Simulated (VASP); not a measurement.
# Hf2C (P6/mmm) in VASP: notebook

Hf2C is run at these levels: PBE; tasks: single point.

Everything below comes from runs of VASP 6.6.1. Logs are shortened: lines on timing, memory, paths and dates and some standing lists are left out, and cuts for length are marked.

### 1 The cell of the first run

The structure is hexagonal, space group P6/mmm (No. 191). The conventional cell has a = 4.228 Å, b = 4.228 Å, c = 3.152 Å, α = 90.00°, β = 90.00°, γ = 120.00°. Within 3.2 Å of Hf (site symmetry -6m2) lie 5 Hf at 2.44 to 3.15 Å and 6 C at 2.91 Å. Within 3.8 Å of C (site symmetry 6/mmm) lie 12 Hf at 2.91 Å and 2 C at 3.15 Å.

### 2 Single point, PBE

INCAR reads:

```
SYSTEM = Hf2C
ALGO = Normal
EDIFF = 1E-6
ENCUT = 520
GGA = PE
ISIF = 2
ISMEAR = 0
LASPH = .True.
LCHARG = .False.
LREAL = .False.
LWAVE = .False.
NBANDS = 19
NELM = 80
PREC = Accurate
SIGMA = 0.1
```

KPOINTS reads:

```
k-points
0
Gamma
  6 6 6
  0 0 0
```

POSCAR reads:

```
Hf2C
1.0
    4.2282435300      0.0000000000      0.0000000000
   -2.1141217700      3.6617663100      0.0000000000
    0.0000000000      0.0000000000      3.1520395600
Hf C
2 1
Direct
    0.3333333300      0.6666666700      0.5000000000
    0.6666666700      0.3333333300      0.5000000000
    0.0000000000      0.0000000000      0.0000000000
```

Potentials or basis: VASP PAW PBE potentials, release 64 (Hf_pv, C).

Run with:

```bash
> cat potpaw_PBE.64/Hf_pv/POTCAR potpaw_PBE.64/C/POTCAR > POTCAR
> mpirun -np 1 vasp_std > vasp.out
```

OUTCAR:

```text
SYSTEM = Hf2C
   EDIFF = 1E-6
   ENCUT = 520
   GGA = PE
   ISIF = 2
   ISMEAR = 0
   LASPH = .True.
   LREAL = .False.
   NELM = 80
   PREC = Accurate

 ion  position               nearest neighbor table
   1  0.333  0.667  0.500-   2 2.44   2 2.44   2 2.44   3 2.91   3 2.91   3 2.91   3 2.91   3 2.91
                             3 2.91
   2  0.667  0.333  0.500-   1 2.44   1 2.44   1 2.44   3 2.91   3 2.91   3 2.91   3 2.91   3 2.91
                             3 2.91
   3  0.000  0.000  0.000-   1 2.91   2 2.91   1 2.91   2 2.91   2 2.91   2 2.91   1 2.91   1 2.91
                             2 2.91   2 2.91   1 2.91   1 2.91

  LATTYP: Found a hexagonal cell.
 ALAT       =     4.2282435300
 C/A-ratio  =     0.7454725674

  Lattice vectors:

 A1 = (   4.2282435300,   0.0000000000,   0.0000000000)
 A2 = (  -2.1141217700,   3.6617663100,   0.0000000000)
 A3 = (   0.0000000000,   0.0000000000,   3.1520395600)

Analysis of symmetry for initial positions (statically):
=====================================================================
 Subroutine PRICEL returns:
 Original cell was already a primitive cell.

 Routine SETGRP: Setting up the symmetry group for a
 hexagonal supercell.

 Subroutine GETGRP returns: Found 24 space group operations
 (whereof 24 operations were pure point group operations)
 out of a pool of 24 trial point group operations.

The static configuration has the point symmetry D_6h.

Analysis of symmetry for dynamics (positions and initial velocities):
=====================================================================
 Subroutine PRICEL returns:
 Original cell was already a primitive cell.

 Routine SETGRP: Setting up the symmetry group for a
 hexagonal supercell.

 Subroutine GETGRP returns: Found 24 space group operations
 (whereof 24 operations were pure point group operations)
 out of a pool of 24 trial point group operations.

The dynamic configuration has the point symmetry D_6h.

 Subroutine INISYM returns: Found 24 space group operations
 (whereof 24 operations are pure point group operations),
 and found     1 'primitive' translations

----------------------------------------------------------------------------------------

                                     Primitive cell

  volume of cell :      48.8025

  direct lattice vectors                    reciprocal lattice vectors
     4.228243530  0.000000000  0.000000000     0.236504826  0.136546125  0.000000000
    -2.114121770  3.661766310  0.000000000     0.000000000  0.273092250  0.000000000
     0.000000000  0.000000000  3.152039560     0.000000000  0.000000000  0.317254901

  length of vectors
     4.228243530  4.228243532  3.152039560     0.273092250  0.273092250  0.317254901

  position of ions in fractional coordinates (direct lattice)
     0.333333330  0.666666670  0.500000000
     0.666666670  0.333333330  0.500000000
     0.000000000  0.000000000  0.000000000

  ion indices of the primitive-cell ions
   primitive index   ion index
                 1           1
                 2           2
                 3           3

----------------------------------------------------------------------------------------

 KPOINTS: k-points

Automatic generation of k-mesh.
 Grid dimensions read from file:
 generate k-points for:    6    6    6

 Generating k-lattice:

  Cartesian coordinates                     Fractional coordinates (reciprocal lattice)
     0.039417471  0.022757688  0.000000000     0.166666667 -0.000000000  0.000000000
     0.000000000  0.045515375  0.000000000     0.000000000  0.166666667  0.000000000
     0.000000000  0.000000000  0.052875817     0.000000000  0.000000000  0.166666667

  Length of vectors
     0.045515375  0.045515375  0.052875817

  Shift w.r.t. Gamma in fractional coordinates (k-lattice)
     0.000000000  0.000000000  0.000000000

 Subroutine IBZKPT returns following result:
 ===========================================

 Found     28 irreducible k-points:

 Following reciprocal coordinates:
            Coordinates               Weight
  0.000000  0.000000  0.000000      1.000000
  0.166667  0.000000  0.000000      6.000000
  0.333333  0.000000  0.000000      6.000000
  0.500000  0.000000  0.000000      3.000000
  0.166667  0.166667  0.000000      6.000000
  0.333333  0.166667  0.000000     12.000000
[... 16 lines left out ...]
  0.166667  0.000000  0.500000      6.000000
  0.333333  0.000000  0.500000      6.000000
 [... further k-points ...]
   k-points           NKPTS =     28   k-points in BZ     NKDIM =     28   number of bands    NBANDS=     19
   number of dos      NEDOS =    301   number of ions     NIONS =      3
   total plane-waves  NPLWV =  24576
   dimension x,y,z NGX =    32 NGY =   32 NGZ =   24
   dimension x,y,z NGXF=    64 NGYF=   64 NGZF=   48
   ions per type =               2   1
   NGX,Y,Z   is equivalent  to a cutoff of  12.58, 12.58, 12.66 a.u.
   NGXF,Y,Z  is equivalent  to a cutoff of  25.16, 25.16, 25.32 a.u.
 SYSTEM =  Hf2C
   PREC   = accura    normal or accurate (medium, high low for compatibility)
   ISTART =      0    job   : 0-new  1-cont  2-samecut
   ICHARG =      2    charge: 1-file 2-atom 10-const
   ISPIN  =      1    spin polarized calculation?
   LNONCOLLINEAR =      F non collinear calculations
   LSORBIT =      F    spin-orbit coupling
   LASPH  =      T    aspherical Exc in radial PAW
   ENCUT  =  520.0 eV  38.22 Ry    6.18 a.u.   7.86  7.86  5.86*2*pi/ulx,y,z
   NELM   =     80;   NELMIN=  2; NELMDL= -5     # of ELM steps
   EDIFF  = 0.1E-05   stopping-criterion for ELM
   LREAL  =      F    real-space projection
   EDIFFG = 0.1E-04   stopping-criterion for IOM
   NSW    =      0    number of steps for IOM
   IBRION =     -1    ionic relax: 0-MD 1-quasi-New 2-CG
   NFREE  =      0    steps in history (QN), initial steepest desc. (CG)
   ISIF   =      2    stress and relaxation
   ISYM   =      2    0-nonsym 1-usesym 2-fastsym
   POTIM  = 0.5000    time-step for ionic-motion
   TEBEG  =    0.0;   TEEND  =   0.0 temperature during run
   PSTRESS=    0.0 pullay stress
   NELECT =      24.0000    total number of electrons
   NUPDOWN=      -1.0000    fix difference up-down
   EMIN   =  10.00;   EMAX   =-10.00  energy-range for DOS
   EFERMI =   0.00;   METHOD = LEGACY
   ISMEAR =     0;   SIGMA  =   0.10  broadening in eV -4-tet -1-fermi 0-gaus
   EFERMI_NEDOS =   21; number of points for ismear=-14 and -15
   IALGO  =     38    algorithm
   IMIX   =      4    mixing-type and parameters
     AMIX     =   0.40;   BMIX     =  1.00
     AMIX_MAG =   1.60;   BMIX_MAG =  1.00
  volume/ion in A,a.u.               =      16.27       109.78
  Fermi-wavevector in a.u.,A,eV,Ry     =   1.292204  2.441912 22.718896  1.669792
  Thomas-Fermi vector in A             =   2.423927
   LORBIT       =      0    0 simple, 1 ext, 2 COOP (PROOUT), +10 PAW based schemes
   GGA     = PE    functional components
   LHFCALC =     F    Hartree Fock is set to
   AEXX    =    0.0000 exact exchange contribution
   IVDW    =     0    specifies the selected vdW correction
   LEPSILON=     F    determine dielectric tensor
   LRPA    =     F    only Hartree local field effects (RPA)
 non-spin polarized calculation
 Gauss-broadening in eV      SIGMA  =   0.10
  energy-cutoff  :      520.00
  volume of cell :       48.80
 maximum number of plane-waves:      1338
 NGX is ok and might be reduce to    32
   NGX = 15   NGY = 15   NGZ = 11

 number of electron      23.9999997 magnetization

 Free energy of the ion-electron system (eV)
  ---------------------------------------------------
  ext. energy  EPLUGINS =         0.00000000
  ---------------------------------------------------
  free energy    TOTEN  =       -21.86343630 eV

  energy without entropy =      -21.84866133  energy(sigma->0) =      -21.85604882

 E-fermi :   5.3196     XC(G=0): -11.6749

 val. band max:        5.2853653197   @ k =   0.3333   0.0000   0.1667
 cond. band min:       5.3293814435   @ k =   0.5000   0.0000   0.5000
 fundamental gap:      0.0440161238
 Fermi energy:         5.3196326918

 k-point     1 :       0.0000    0.0000    0.0000
  band No.  band energies     occupation
      1     -26.4456      2.00000
      2     -26.4456      2.00000
      3     -25.1842      2.00000
      4     -24.4903      2.00000
      5     -24.0957      2.00000
      6     -24.0957      2.00000
[... 11 lines left out ...]
     18      10.1871      0.00000
     19      10.1871      0.00000

 k-point     2 :       0.1667    0.0000    0.0000
  band No.  band energies     occupation
      1     -26.5012      2.00000
      2     -26.3408      2.00000
      3     -25.1446      2.00000
      4     -24.5328      2.00000
      5     -24.2133      2.00000
      6     -24.0195      2.00000
[... 11 lines left out ...]
     18      10.3301      0.00000
     19      10.7932      0.00000

 k-point     3 :       0.3333    0.0000    0.0000
  band No.  band energies     occupation
      1     -26.6034      2.00000
      2     -26.0909      2.00000
      3     -25.0417      2.00000
      4     -24.6416      2.00000
      5     -24.4865      2.00000
      6     -23.8757      2.00000
[... 11 lines left out ...]
     18      10.5386      0.00000
     19      11.1279      0.00000

 k-point     4 :       0.5000    0.0000    0.0000
  band No.  band energies     occupation
      1     -26.6508      2.00000
      2     -25.9298      2.00000
      3     -24.9585      2.00000
      4     -24.7278      2.00000
      5     -24.6583      2.00000
      6     -23.8073      2.00000
[... 407 lines left out ...]
     18       8.6179      0.00000
     19      12.0406      0.00000

 k-point    23 :       0.1667    0.0000    0.5000
  band No.  band energies     occupation
      1     -26.4428      2.00000
      2     -26.2835      2.00000
      3     -25.6462      2.00000
      4     -24.9263      2.00000
      5     -24.1719      2.00000
      6     -23.9821      2.00000
[... 11 lines left out ...]
     18      10.1508      0.00000
     19      11.8133      0.00000

 k-point    24 :       0.3333    0.0000    0.5000
  band No.  band energies     occupation
      1     -26.5421      2.00000
      2     -26.0312      2.00000
      3     -25.5246      2.00000
      4     -25.0541      2.00000
      5     -24.4437      2.00000
      6     -23.8425      2.00000
[... 11 lines left out ...]
     18      11.0911      0.00000
     19      11.7623      0.00000

 [... further k-points ...]
[... 5 lines left out ...]
  --------------------------------------------------------------------------------------
  -------------------------------------------------------------------------------------
  Total        5.8003715      5.8003715     -6.1686496     -0.0000000      0.0000000      0.0000000
  in kB      190.4250672    190.4250672   -202.5155641     -0.0000003      0.0000000      0.0000000
  external PRESSURE =      59.4448568 kB  Pullay stress =       0.0000000 kB

 VOLUME and BASIS-vectors are now :
 -----------------------------------------------------------------------------
  energy-cutoff  :      520.00
  volume of cell :       48.80
      direct lattice vectors                 reciprocal lattice vectors
     4.228243530  0.000000000  0.000000000     0.236504826  0.136546125  0.000000000
    -2.114121770  3.661766310  0.000000000     0.000000000  0.273092250  0.000000000
     0.000000000  0.000000000  3.152039560     0.000000000  0.000000000  0.317254901

 POSITION                                       TOTAL-FORCE (eV/Angst)
 -----------------------------------------------------------------------------------
     -0.00000      2.44118      1.57602         0.000000     -0.000000     -0.000000
      2.11412      1.22059      1.57602        -0.000000      0.000000      0.000000
      0.00000      0.00000      0.00000         0.000000      0.000000     -0.000000
 -----------------------------------------------------------------------------------
    total drift:                               -0.000000      0.000000     -0.000000

  FREE ENERGIE OF THE ION-ELECTRON SYSTEM (eV)
  ---------------------------------------------------
  free  energy   TOTEN  =       -21.8634363016 eV

  energy  without entropy=      -21.8486613342  energy(sigma->0) =      -21.85604882
```

Wall time 10 s (1 thread of Intel Xeon 6975P-C (Granite Rapids), shared host); peak memory 0.17 GiB.

Results:

```yaml
Free_energy: -21.8634 eV
Pressure: 5.9 GPa
Band_gap_on_the_k_mesh: zero (band 12 reaches 6.11 eV, above the bottom of band 13 at 5.11 eV)
```

Stress tensor (GPa, compression positive):
```
 19.04   0.00   0.00
  0.00  19.04   0.00
  0.00   0.00 -20.25
```

Caveat: spin-orbit coupling is left out, which moves the levels of the heavy elements.

### 3 Single point, PBE

This run uses another cell than the first one, of 17.18 Å³/atom, 1.056 times its volume.

INCAR reads:

```
  PREC = Accurate
  ENCUT = 520
  EDIFF = 1E-6
  ISMEAR = 0
  SIGMA = 0.1
  LREAL = F
  LASPH = T
  NELM = 60
  ALGO = Normal
  ISIF = 2
  LWAVE = F
  LCHARG = T
  GGA = PE
  LELF = T
  LVHAR = T
  NBANDS = 19
```

KPOINTS reads:

```
Automatic mesh
0
Gamma
  6 6 6
```

POSCAR reads:

```
Hf2C
1.0
    4.6446488095      0.0000000032      0.0000000000
   -2.3223244075      4.0223838591      0.0000000000
    0.0000000000      0.0000000000      2.7581036181
Hf C
2 1
Direct
    0.3333333333      0.6666666667      0.5000000000
    0.6666666667      0.3333333333      0.5000000000
    0.0000000000      0.0000000000      0.0000000000
```

Potentials or basis: VASP PAW PBE potentials, release 64 (Hf_pv, C).

Run with:

```bash
> cat potpaw_PBE.64/Hf_pv/POTCAR potpaw_PBE.64/C/POTCAR > POTCAR
> mpirun -np 1 vasp_std > vasp.out
```

Wall time 14 s (1 thread of Intel Xeon 6975P-C (Granite Rapids), shared host); peak memory 0.18 GiB.

The run converged. Its results:

```yaml
Free_energy: -22.9421 eV
Pressure: -0.4 GPa
Band_gap_on_the_k_mesh: zero (band 12 reaches 5.20 eV, above the bottom of band 13 at 4.70 eV)
```

Levels at points of the mesh, in eV from the Fermi level:
```csv
k point,band 8,band 9,band 10,band 11,band 12,band 13,band 14,band 15,band 16,band 17
"(0.00, 0.00, 0.00)",-3.41,-3.26,-3.26,-0.93,-0.81,0.80,0.80,2.32,4.02,4.02
"(0.50, 0.00, 0.00)",-5.60,-2.84,-2.83,-1.18,-0.70,-0.05,1.86,2.45,3.64,4.01
"(0.00, 0.00, 0.50)",-4.78,-2.28,-2.28,-1.69,-1.69,1.62,1.62,1.80,2.47,2.47
"(0.50, 0.00, 0.50)",-3.87,-3.60,-2.35,-0.77,-0.42,0.15,0.42,2.05,2.69,2.85
```

Caveat: the k points lie up to 0.38 Å⁻¹ apart; spin-orbit coupling is left out, which moves the levels of the heavy elements.
